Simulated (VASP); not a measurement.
# TiO (P-62m) in VASP: relaxation of shape and atoms at fixed volume with PBEsol

Aim: the relaxation of shape and atoms at fixed volume of TiO with PBEsol.

Everything below comes from runs of VASP 6.6.1. Logs are shortened: lines on timing, memory, paths and dates and some standing lists are left out, and cuts for length are marked.

## (1) The cell of the first run

The structure is hexagonal, space group P-62m (No. 189). Conventional cell: a = 5.008 Å, b = 5.008 Å, c = 2.864 Å, α = 90.00°, β = 90.00°, γ = 120.00°. Ti (site symmetry -6) has 6 O at 2.10 Å and 5 Ti at 2.86 to 2.89 Å within 2.9 Å. Ti (site symmetry -62m) has 3 O at 1.98 Å within 2.6 Å. Within 2.7 Å of O (site symmetry m2m) lie 5 Ti at 1.98 to 2.10 Å and 4 O at 2.67 Å.

## (2) Relaxation of shape and atoms at fixed volume, PBEsol (10.37 Å³/atom)

Input file INCAR:

```
SYSTEM = TiO
PREC     = Accurate       ! precision mode
ENCUT    = 600            ! plane-wave cutoff, eV
EDIFF    = 1E-7           ! SCF threshold, eV
ISMEAR   = 0              ! smearing method
SIGMA    = 0.1            ! smearing width, eV
LREAL    = .FALSE.        ! projectors in reciprocal space
LASPH    = .TRUE.         ! aspherical terms in the spheres
NELM     = 80             ! most SCF steps
ALGO     = Normal         ! electronic algorithm
ISIF     = 4              ! what is computed and relaxed
LWAVE    = .FALSE.        ! write WAVECAR
LCHARG   = .FALSE.        ! write CHGCAR
GGA      = PS             ! functional
IBRION   = 2              ! ionic algorithm
NSW      = 50             ! ionic steps
EDIFFG   = -0.01          ! ionic threshold
```

Input file KPOINTS:

```
regular mesh
0
G
  12 12 12
  0 0 0
```

Input file POSCAR:

```
TiO
1.0
    5.0075366339      0.0000000000      0.0000000000
   -2.5037683170      4.3366539354      0.0000000000
    0.0000000000      0.0000000000      2.8640483602
Ti O
3 3
Direct
    0.6666666667      0.3333333333      0.5000000000
    0.3333333333      0.6666666667      0.5000000000
    0.0000000000      0.0000000000      0.0000000000
    0.6052948646      0.6052948646      0.0000000000
    0.3947051354      0.0000000000      0.0000000000
    0.0000000000      0.3947051354      0.0000000000
```

Potentials or basis: VASP PAW PBE potentials, release 64 (Ti_sv, O).

Command:

```bash
$ cat potpaw_PBE.64/Ti_sv/POTCAR potpaw_PBE.64/O/POTCAR > POTCAR
$ mpirun -np 1 vasp_std > vasp.out
```

OUTCAR:

```text
SYSTEM = TiO
   PREC = Accurate
   ENCUT = 600
   EDIFF = 1E-7
   ISMEAR = 0
   LREAL = .FALSE.
   LASPH = .TRUE.
   NELM = 80
   ISIF = 4
   GGA = PS
   IBRION = 2
   NSW = 50
   EDIFFG = -0.01

 ion  position               nearest neighbor table
   1  0.667  0.333  0.500-   6 2.10   6 2.10   5 2.10   5 2.10   4 2.10   4 2.10   2 2.89   2 2.89
                             2 2.89
   2  0.333  0.667  0.500-   5 2.10   5 2.10   6 2.10   6 2.10   4 2.10   4 2.10   1 2.89   1 2.89
                             1 2.89
   3  0.000  0.000  0.000-   5 1.98   4 1.98   6 1.98
   4  0.605  0.605  0.000-   3 1.98   2 2.10   2 2.10   1 2.10   1 2.10
   5  0.395  0.000  0.000-   3 1.98   2 2.10   2 2.10   1 2.10   1 2.10
   6  0.000  0.395  0.000-   3 1.98   1 2.10   1 2.10   2 2.10   2 2.10

  LATTYP: Found a hexagonal cell.
 ALAT       =     5.0075366339
 C/A-ratio  =     0.5719475602

  Lattice vectors:

 A1 = (   5.0075366339,   0.0000000000,   0.0000000000)
 A2 = (  -2.5037683170,   4.3366539354,   0.0000000000)
 A3 = (   0.0000000000,   0.0000000000,   2.8640483602)

Analysis of symmetry for initial positions (statically):
=====================================================================
 Subroutine PRICEL returns:
 Original cell was already a primitive cell.

 Routine SETGRP: Setting up the symmetry group for a
 hexagonal supercell.

 Subroutine GETGRP returns: Found 12 space group operations
 (whereof 12 operations were pure point group operations)
 out of a pool of 24 trial point group operations.

The static configuration has the point symmetry D_3h.

Analysis of symmetry for dynamics (positions and initial velocities):
=====================================================================
 Subroutine PRICEL returns:
 Original cell was already a primitive cell.

 Routine SETGRP: Setting up the symmetry group for a
 hexagonal supercell.

 Subroutine GETGRP returns: Found 12 space group operations
 (whereof 12 operations were pure point group operations)
 out of a pool of 24 trial point group operations.

The dynamic configuration has the point symmetry D_3h.

 Subroutine INISYM returns: Found 12 space group operations
 (whereof 12 operations are pure point group operations),
 and found     1 'primitive' translations

----------------------------------------------------------------------------------------

                                     Primitive cell

  volume of cell :      62.1955

  direct lattice vectors                    reciprocal lattice vectors
     5.007536634  0.000000000  0.000000000     0.199698988  0.115296265  0.000000000
    -2.503768317  4.336653935  0.000000000     0.000000000  0.230592529  0.000000000
     0.000000000  0.000000000  2.864048360     0.000000000  0.000000000  0.349156115

  length of vectors
     5.007536634  5.007536634  2.864048360     0.230592529  0.230592529  0.349156115

  position of ions in fractional coordinates (direct lattice)
     0.666666667  0.333333333  0.500000000
     0.333333333  0.666666667  0.500000000
     0.000000000  0.000000000  0.000000000
     0.605294865  0.605294865  0.000000000
     0.394705135  0.000000000  0.000000000
     0.000000000  0.394705135  0.000000000

  ion indices of the primitive-cell ions
   primitive index   ion index
                 1           1
                 2           2
                 3           3
                 4           4
                 5           5
                 6           6

----------------------------------------------------------------------------------------

 KPOINTS: regular mesh

Automatic generation of k-mesh.
 Grid dimensions read from file:
 generate k-points for:   12   12   12

 Generating k-lattice:

  Cartesian coordinates                     Fractional coordinates (reciprocal lattice)
     0.016641582  0.009608022  0.000000000     0.083333333  0.000000000  0.000000000
     0.000000000  0.019216044  0.000000000     0.000000000  0.083333333  0.000000000
     0.000000000  0.000000000  0.029096343     0.000000000  0.000000000  0.083333333

  Length of vectors
     0.019216044  0.019216044  0.029096343

  Shift w.r.t. Gamma in fractional coordinates (k-lattice)
     0.000000000  0.000000000  0.000000000

 Subroutine IBZKPT returns following result:
 ===========================================

 Found    133 irreducible k-points:

 Following reciprocal coordinates:
            Coordinates               Weight
  0.000000  0.000000  0.000000      1.000000
  0.083333  0.000000  0.000000      6.000000
  0.166667  0.000000  0.000000      6.000000
  0.250000  0.000000  0.000000      6.000000
  0.333333  0.000000  0.000000      6.000000
  0.416667  0.000000  0.000000      6.000000
[... 16 lines left out ...]
  0.250000  0.000000  0.083333     12.000000
  0.333333  0.000000  0.083333     12.000000
 [... further k-points ...]
   k-points           NKPTS =    133   k-points in BZ     NKDIM =    133   number of bands    NBANDS=     32
   number of dos      NEDOS =    301   number of ions     NIONS =      6
   total plane-waves  NPLWV =  38400
   dimension x,y,z NGX =    40 NGY =   40 NGZ =   24
   dimension x,y,z NGXF=    80 NGYF=   80 NGZF=   48
   ions per type =               3   3
   NGX,Y,Z   is equivalent  to a cutoff of  13.28, 13.28, 13.93 a.u.
   NGXF,Y,Z  is equivalent  to a cutoff of  26.56, 26.56, 27.86 a.u.
 SYSTEM =  TiO
   PREC   = accura    normal or accurate (medium, high low for compatibility)
   ISTART =      0    job   : 0-new  1-cont  2-samecut
   ICHARG =      2    charge: 1-file 2-atom 10-const
   ISPIN  =      1    spin polarized calculation?
   LNONCOLLINEAR =      F non collinear calculations
   LSORBIT =      F    spin-orbit coupling
   LASPH  =      T    aspherical Exc in radial PAW
   ENCUT  =  600.0 eV  44.10 Ry    6.64 a.u.  10.00 10.00  5.72*2*pi/ulx,y,z
   NELM   =     80;   NELMIN=  2; NELMDL= -5     # of ELM steps
   EDIFF  = 0.1E-06   stopping-criterion for ELM
   LREAL  =      F    real-space projection
   EDIFFG = -.1E-01   stopping-criterion for IOM
   NSW    =     50    number of steps for IOM
   IBRION =      2    ionic relax: 0-MD 1-quasi-New 2-CG
   NFREE  =      1    steps in history (QN), initial steepest desc. (CG)
   ISIF   =      4    stress and relaxation
   ISYM   =      2    0-nonsym 1-usesym 2-fastsym
   POTIM  = 0.5000    time-step for ionic-motion
   TEBEG  =    0.0;   TEEND  =   0.0 temperature during run
   PSTRESS=    0.0 pullay stress
   NELECT =      54.0000    total number of electrons
   NUPDOWN=      -1.0000    fix difference up-down
   EMIN   =  10.00;   EMAX   =-10.00  energy-range for DOS
   EFERMI =   0.00;   METHOD = LEGACY
   ISMEAR =     0;   SIGMA  =   0.10  broadening in eV -4-tet -1-fermi 0-gaus
   EFERMI_NEDOS =   21; number of points for ismear=-14 and -15
   IALGO  =     38    algorithm
   IMIX   =      4    mixing-type and parameters
     AMIX     =   0.40;   BMIX     =  1.00
     AMIX_MAG =   1.60;   BMIX_MAG =  1.00
  volume/ion in A,a.u.               =      10.37        69.95
  Fermi-wavevector in a.u.,A,eV,Ry     =   1.561779  2.951335 33.186714  2.439155
  Thomas-Fermi vector in A             =   2.664795
   LORBIT       =      0    0 simple, 1 ext, 2 COOP (PROOUT), +10 PAW based schemes
   GGA     = PS    functional components
   LHFCALC =     F    Hartree Fock is set to
   AEXX    =    0.0000 exact exchange contribution
   IVDW    =     0    specifies the selected vdW correction
   LEPSILON=     F    determine dielectric tensor
   LRPA    =     F    only Hartree local field effects (RPA)
 conjugate gradient relaxation of ions
 non-spin polarized calculation
 Gauss-broadening in eV      SIGMA  =   0.10
  energy-cutoff  :      600.00
  volume of cell :       62.20
 maximum number of plane-waves:      2112
   NGX = 21   NGY = 21   NGZ = 11

--------------------------------------- Ionic step        1  -------------------------------------------

 number of electron      54.0000004 magnetization

 Free energy of the ion-electron system (eV)
  ---------------------------------------------------
  ext. energy  EPLUGINS =         0.00000000
  ---------------------------------------------------
  free energy    TOTEN  =       -56.84787758 eV

  energy without entropy =      -56.84433020  energy(sigma->0) =      -56.84610389

------------------------ aborting loop because EDIFF is reached ----------------------------------------

  FORCE on cell =-STRESS in cart. coord.  units (eV):
  Direction    XX          YY          ZZ          XY          YZ          ZX
  --------------------------------------------------------------------------------------
  -------------------------------------------------------------------------------------
  Total       -2.3922037     -2.3922037     -2.3850535      0.0000000     -0.0000000      0.0000000
  in kB      -61.6239441    -61.6239441    -61.4397518      0.0000000     -0.0000000      0.0000000
  external PRESSURE =     -61.5625466 kB  Pullay stress =       0.0000000 kB
[... 105 lines left out ...]
  energy  without entropy=      -56.8449222647  energy(sigma->0) =      -56.84671068

--------------------------------------- Ionic step        4  -------------------------------------------

 number of electron      54.0000004 magnetization

 Free energy of the ion-electron system (eV)
  ---------------------------------------------------
  ext. energy  EPLUGINS =         0.00000000
  ---------------------------------------------------
  free energy    TOTEN  =       -56.84852424 eV

  energy without entropy =      -56.84496936  energy(sigma->0) =      -56.84674680

 E-fermi :  10.5325     XC(G=0): -12.6682

 val. band max:       10.5281496995   @ k =   0.1667   0.0000   0.1667
 cond. band min:      10.5343047559   @ k =   0.1667   0.0833   0.4167
 fundamental gap:      0.0061550563
 Fermi energy:        10.5324907854

 k-point     1 :       0.0000    0.0000    0.0000
  band No.  band energies     occupation
      1     -47.5659      2.00000
      2     -47.4879      2.00000
      3     -47.0032      2.00000
      4     -24.1272      2.00000
      5     -24.1272      2.00000
      6     -23.8344      2.00000
[... 829 lines left out ...]
     31      11.6145      0.00000
     32      11.7169      0.00000

 [... further k-points ...]

------------------------ aborting loop because EDIFF is reached ----------------------------------------

  FORCE on cell =-STRESS in cart. coord.  units (eV):
  Direction    XX          YY          ZZ          XY          YZ          ZX
  --------------------------------------------------------------------------------------
  -------------------------------------------------------------------------------------
  Total       -2.3422000     -2.3422000     -2.3468179      0.0000000      0.0000000      0.0000000
  in kB      -60.3358330    -60.3358330    -60.4547917      0.0000000      0.0000000      0.0000000
  external PRESSURE =     -60.3754859 kB  Pullay stress =       0.0000000 kB
[... 21 lines left out ...]
  FREE ENERGIE OF THE ION-ELECTRON SYSTEM (eV)
  ---------------------------------------------------
  free  energy   TOTEN  =       -56.8485242390 eV

  energy  without entropy=      -56.8449693612  energy(sigma->0) =      -56.84674680

 reached required accuracy - stopping structural energy minimisation
```

Wall time 7.9 min (1 thread of AMD EPYC 9R45 (Zen 5), shared host); peak memory 0.35 GiB.

Results:

| Property | Result |
| --- | --- |
| Free energy | -56.8485 eV |
| Energy gained by relaxing | 0.1 meV/atom |
| Ionic steps | 4 |
| Pressure after relaxing | -6.0 GPa |
| Band gap on the k mesh | zero (bands 27 and 28 overlap by 1.49 eV) |

The path:
```csv
step,energy change (eV),largest force (eV/Å),pressure (GPa),volume (Å³)
1,0.0000,0.0770,-6.16,62.20
2,-0.0006,0.0239,-6.08,62.20
3,-0.0006,0.0000,-6.04,62.20
4,-0.0006,0.0001,-6.04,62.20
```

Final structure:
```
Ti O
1.0
     5.00874    0.00000    0.00000
    -2.50437    4.33769    0.00000
     0.00000    0.00000    2.86268
Ti O
3 3
Direct
  0.66667 0.33333 0.50000
  0.33333 0.66667 0.50000
  0.00000 0.00000 0.00000
  0.60641 0.60641 0.00000
  0.39359 0.00000 0.00000
  0.00000 0.39359 0.00000
```

Levels at points of the mesh, in eV from the Fermi level:
```tsv
k point	band 23	band 24	band 25	band 26	band 27	band 28	band 29	band 30	band 31	band 32
(0.00, 0.00, 0.00)	-5.91	-5.50	-3.41	-0.90	-0.86	-0.86	0.29	0.29	0.76	0.76
(0.50, 0.00, 0.00)	-6.04	-5.29	-2.50	-2.11	-1.82	0.35	0.87	1.06	1.30	1.35
(0.00, 0.00, 0.50)	-5.74	-5.74	-1.96	-1.96	0.63	0.97	0.97	1.12	1.12	1.78
(0.50, 0.00, 0.50)	-6.45	-5.42	-2.02	-1.42	-0.56	0.45	0.59	1.58	1.60	1.78
```

Caveat: the PAW data sets were made with another functional, which shifts forces and pressure a little; semilocal functionals often make such compounds metallic where correlation or magnetic order opens a gap, which also shifts bond lengths.
